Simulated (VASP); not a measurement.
# LiAlF4 (P6_3mc) in VASP: further runs, part 2 of 2

VASP 6.6.1.

## (5) Single point, PBEsol

This run uses another cell than the first one, of 23.28 Å³/atom.

Input file INCAR:

```
PREC = Accurate
ENCUT = 520
EDIFF = 1E-6
ISMEAR = 0
SIGMA = 0.02
LREAL = F
LASPH = T
NELM = 60
ALGO = Normal
ISIF = 2
LWAVE = F
LCHARG = F
GGA = PS
NBANDS = 46
```

Input file KPOINTS:

```
regular mesh
0
Gamma
  6 6 4
```

Input file POSCAR:

```
LiAlF4
1.0
    5.8238673683      0.0000000000      0.0000000000
   -2.9119336841      5.0436170893      0.0000000000
    0.0000000000      0.0000000000      9.5109613314
Li Al F
2 2 8
Direct
    0.3333333333      0.6666666667      0.9587365775
    0.6666666667      0.3333333333      0.4587365775
    0.6666666667      0.3333333333      0.0837592034
    0.3333333333      0.6666666667      0.5837592034
    0.9836453553      0.4918226777      0.0245139078
    0.5081773223      0.4918226777      0.0245139078
    0.5081773223      0.0163546447      0.0245139078
    0.3333333333      0.6666666667      0.7620126156
    0.6666666667      0.3333333333      0.2620126156
    0.4918226777      0.9836453553      0.5245139078
    0.4918226777      0.5081773223      0.5245139078
    0.0163546447      0.5081773223      0.5245139078
```

Potentials or basis: VASP PAW PBE potentials, release 64 (Li_sv, Al, F).

Launch:

```sh
cat potpaw_PBE.64/Li_sv/POTCAR potpaw_PBE.64/Al/POTCAR potpaw_PBE.64/F/POTCAR > POTCAR
mpirun -np 1 vasp_std > vasp.out
```

OUTCAR:

```text
PREC = Accurate
   ENCUT = 520
   EDIFF = 1E-6
   ISMEAR = 0
   LREAL = F
   LASPH = T
   NELM = 60
   ISIF = 2
   GGA = PS

 ion  position               nearest neighbor table
   1  0.333  0.667  0.959-   8 1.87   6 1.87   5 1.87   7 1.87
   2  0.667  0.333  0.459-   9 1.87  11 1.87  12 1.87  10 1.87
   3  0.667  0.333  0.084-   5 1.70   7 1.70   6 1.70   9 1.70
   4  0.333  0.667  0.584-  12 1.70  10 1.70  11 1.70   8 1.70
   5  0.984  0.492  0.025-   3 1.70   1 1.87
   6  0.508  0.492  0.025-   3 1.70   1 1.87
   7  0.508  0.016  0.025-   3 1.70   1 1.87
   8  0.333  0.667  0.762-   4 1.70   1 1.87
   9  0.667  0.333  0.262-   3 1.70   2 1.87
  10  0.492  0.984  0.525-   4 1.70   2 1.87
  11  0.492  0.508  0.525-   4 1.70   2 1.87
  12  0.016  0.508  0.525-   4 1.70   2 1.87

  LATTYP: Found a hexagonal cell.
 ALAT       =     5.8238673683
 C/A-ratio  =     1.6331006065

  Lattice vectors:

 A1 = (   5.8238673683,   0.0000000000,   0.0000000000)
 A2 = (  -2.9119336841,   5.0436170893,   0.0000000000)
 A3 = (   0.0000000000,   0.0000000000,   9.5109613314)

Analysis of symmetry for initial positions (statically):
=====================================================================
 Subroutine PRICEL returns:
 Original cell was already a primitive cell.

 Routine SETGRP: Setting up the symmetry group for a
 hexagonal supercell.

 Subroutine GETGRP returns: Found 12 space group operations
 (whereof  6 operations were pure point group operations)
 out of a pool of 24 trial point group operations.

The static configuration has the point symmetry C_3v.
 The point group associated with its full space group is C_6v.

Analysis of symmetry for dynamics (positions and initial velocities):
=====================================================================
 Subroutine PRICEL returns:
[... 154 lines left out ...]
   IVDW    =     0    specifies the selected vdW correction
   LEPSILON=     F    determine dielectric tensor
   LRPA    =     F    only Hartree local field effects (RPA)
 non-spin polarized calculation
 Gauss-broadening in eV      SIGMA  =   0.02
  energy-cutoff  :      520.00
  volume of cell :      279.37
 maximum number of plane-waves:      7548
 NGX is ok and might be reduce to    48
   NGX = 21   NGY = 21   NGZ = 35

 number of electron      68.0000029 magnetization

 Free energy of the ion-electron system (eV)
  ---------------------------------------------------
  ext. energy  EPLUGINS =         0.00000000
  ---------------------------------------------------
  free energy    TOTEN  =       -67.11871454 eV

  energy without entropy =      -67.11871454  energy(sigma->0) =      -67.11871454

 E-fermi :  -5.6885     XC(G=0):  -5.6734

 val. band max:       -5.8352258930   @ k =   0.0000   0.0000   0.0000
 cond. band min:       1.3987490255   @ k =   0.0000   0.0000   0.0000
 fundamental gap:      7.2339749184
 Fermi energy:        -5.6885419324

 k-point     1 :       0.0000    0.0000    0.0000
  band No.  band energies     occupation
      1     -45.3310      2.00000
      2     -45.3310      2.00000
      3     -25.7723      2.00000
      4     -25.7451      2.00000
      5     -25.3620      2.00000
      6     -25.3334      2.00000
[... 1018 lines left out ...]
     45       7.2667      0.00000
     46       7.2667      0.00000

------------------------ aborting loop because EDIFF is reached ----------------------------------------

  FORCE on cell =-STRESS in cart. coord.  units (eV):
  Direction    XX          YY          ZZ          XY          YZ          ZX
  --------------------------------------------------------------------------------------
  -------------------------------------------------------------------------------------
  Total       -1.3403606     -1.3403606     -1.3361596     -0.0000000      0.0000000      0.0000000
  in kB       -7.6869531     -7.6869531     -7.6628603     -0.0000000      0.0000000      0.0000000
  external PRESSURE =      -7.6789222 kB  Pullay stress =       0.0000000 kB

 VOLUME and BASIS-vectors are now :
 -----------------------------------------------------------------------------
  energy-cutoff  :      520.00
  volume of cell :      279.37
      direct lattice vectors                 reciprocal lattice vectors
     5.823867368  0.000000000  0.000000000     0.171707207  0.099135202  0.000000000
    -2.911933684  5.043617089  0.000000000     0.000000000  0.198270404  0.000000000
     0.000000000  0.000000000  9.510961331     0.000000000  0.000000000  0.105141843

 POSITION                                       TOTAL-FORCE (eV/Angst)
 -----------------------------------------------------------------------------------
     -0.00000      3.36241      9.11851         0.000000      0.000000      0.001672
      2.91193      1.68121      4.36303        -0.000000      0.000000      0.001672
      2.91193      1.68121      0.79663         0.000000      0.000000      0.000905
     -0.00000      3.36241      5.55211        -0.000000      0.000000      0.000905
      4.29647      2.48057      0.23315        -0.070770     -0.040859      0.028585
      1.52740      2.48057      0.23315         0.070770     -0.040859      0.028585
      2.91193      0.08249      0.23315         0.000000      0.081718      0.028585
     -0.00000      3.36241      7.24747        -0.000000      0.000000     -0.088333
      2.91193      1.68121      2.49199         0.000000      0.000000     -0.088333
      0.00000      4.96113      4.98863        -0.000000     -0.081718      0.028585
      1.38453      2.56305      4.98863        -0.070770      0.040859      0.028585
     -1.38453      2.56305      4.98863         0.070770      0.040859      0.028585
 -----------------------------------------------------------------------------------
    total drift:                               -0.000002      0.000001     -0.000001

  FREE ENERGIE OF THE ION-ELECTRON SYSTEM (eV)
  ---------------------------------------------------
  free  energy   TOTEN  =       -67.1187145357 eV

  energy  without entropy=      -67.1187145357  energy(sigma->0) =      -67.11871454
```

OSZICAR:

```text
N       E                     dE             d eps       ncg     rms          rms(c)
DAV:   1     0.606680781795E+03    0.60668E+03   -0.32662E+04  1956   0.133E+03
DAV:   2    -0.791986418816E+01   -0.61460E+03   -0.59347E+03  2362   0.344E+02
DAV:   3    -0.682058296072E+02   -0.60286E+02   -0.60075E+02  2202   0.115E+02
DAV:   4    -0.732050277062E+02   -0.49992E+01   -0.49882E+01  3336   0.199E+01
DAV:   5    -0.733271644650E+02   -0.12214E+00   -0.12209E+00  2704   0.332E+00    0.147E+01
DAV:   6    -0.672562193293E+02    0.60709E+01   -0.23573E+01  2136   0.227E+01    0.617E+00
DAV:   7    -0.671328568853E+02    0.12336E+00   -0.52140E-01  2508   0.310E+00    0.318E+00
DAV:   8    -0.670787640922E+02    0.54093E-01   -0.65254E-02  2302   0.176E+00    0.119E+00
DAV:   9    -0.670930451878E+02   -0.14281E-01   -0.41935E-02  2082   0.124E+00    0.255E-01
DAV:  10    -0.671177358849E+02   -0.24691E-01   -0.14520E-02  2142   0.482E-01    0.151E-01
DAV:  11    -0.671185034679E+02   -0.76758E-03   -0.36571E-03  2282   0.291E-01    0.603E-02
DAV:  12    -0.671187262265E+02   -0.22276E-03   -0.39264E-04  2298   0.995E-02    0.183E-02
DAV:  13    -0.671187213904E+02    0.48361E-05   -0.35887E-05  2268   0.331E-02    0.519E-03
DAV:  14    -0.671187148188E+02    0.65716E-05   -0.41376E-06  1984   0.939E-03    0.168E-03
DAV:  15    -0.671187145357E+02    0.28314E-06   -0.47877E-07  1620   0.397E-03
   1 F= -.67118715E+02 E0= -.67118715E+02  d E =-.278209E-26
```

stdout:

```text
POSCAR found type information on POSCAR LiAlF
 POSCAR found :  3 types and      12 ions
 scaLAPACK will be used
 -----------------------------------------------------------------------------
|                                                                             |
|                                                                             |
|     You enforced a specific xc type in the INCAR file but a different       |
|     I HOPE YOU KNOW WHAT YOU ARE DOING!                                     |
|                                                                             |
 -----------------------------------------------------------------------------

 LDA part: xc-table for (Slater+PW92), standard interpolation
 POSCAR, INCAR and KPOINTS ok, starting setup
 FFT: planning ... GRIDC
 FFT: planning ... GRID_SOFT
 FFT: planning ... GRID
 WAVECAR not read
 entering main loop
```

Run time: 3.6 min. Hardware: 1 thread of Intel Xeon 6975P-C (Granite Rapids), shared host; peak memory 0.52 GiB.

What came out:

```
Free energy            : -67.1187 eV
Largest force          : 0.088 eV/Å
Band gap on the k mesh : 7.23 eV
```

Forces on the atoms (eV/Å):
```
Li   0.000  0.000  0.002
Li   0.000  0.000  0.002
Al   0.000  0.000  0.001
Al   0.000  0.000  0.001
F   -0.071 -0.041  0.029
F    0.071 -0.041  0.029
F    0.000  0.082  0.029
F    0.000  0.000 -0.088
F    0.000  0.000 -0.088
F    0.000 -0.082  0.029
F   -0.071  0.041  0.029
F    0.071  0.041  0.029
```

Caveat: the cutoff is under 1.25 times the usual one of these potentials, so pressure, stress and relaxed cells hold a basis-set (Pulay) error; the PAW data sets were made with another functional, which shifts forces and pressure a little.

## (6) Overview

```csv
level,cell,k mesh,smearing,gap on the mesh (eV),largest force (eV/Å)
PBE,"a = 5.511, b = 5.511, c = 9.000 Å, angles 90.0, 90.0, 120.0°, 12 atoms, atomic positions A",6 × 6 × 2,gaussian 0.1 eV,6.32,3.65
PBE,"a = 5.797, b = 5.797, c = 9.470 Å, angles 90.0, 90.0, 120.0°, 12 atoms, atomic positions B",6 × 6 × 2,gaussian 0.1 eV,7.11,0.04
PBE,"a = 5.824, b = 5.824, c = 9.511 Å, angles 90.0, 90.0, 120.0°, 12 atoms, atomic positions B",6 × 6 × 4,gaussian 0.02 eV,7.11,0.08
PBEsol,"a = 5.824, b = 5.824, c = 9.511 Å, angles 90.0, 90.0, 120.0°, 12 atoms, atomic positions B",6 × 6 × 4,gaussian 0.02 eV,7.23,0.09
```

Alike in all rows: task single point; potentials or basis VASP PAW PBE potentials, release 64 (Li_sv, Al, F); no spin polarisation; cutoff (eV) 520.

Caveats: the cutoff is under 1.25 times the usual one of these potentials, so pressure, stress and relaxed cells hold a basis-set (Pulay) error; forces of over 1 eV/Å act on the atoms, so gaps and moduli don't describe the material at rest (at least some runs); the PAW data sets were made with another functional, which shifts forces and pressure a little (at least some runs).

Absolute energies hang on the potentials; compare differences alone.
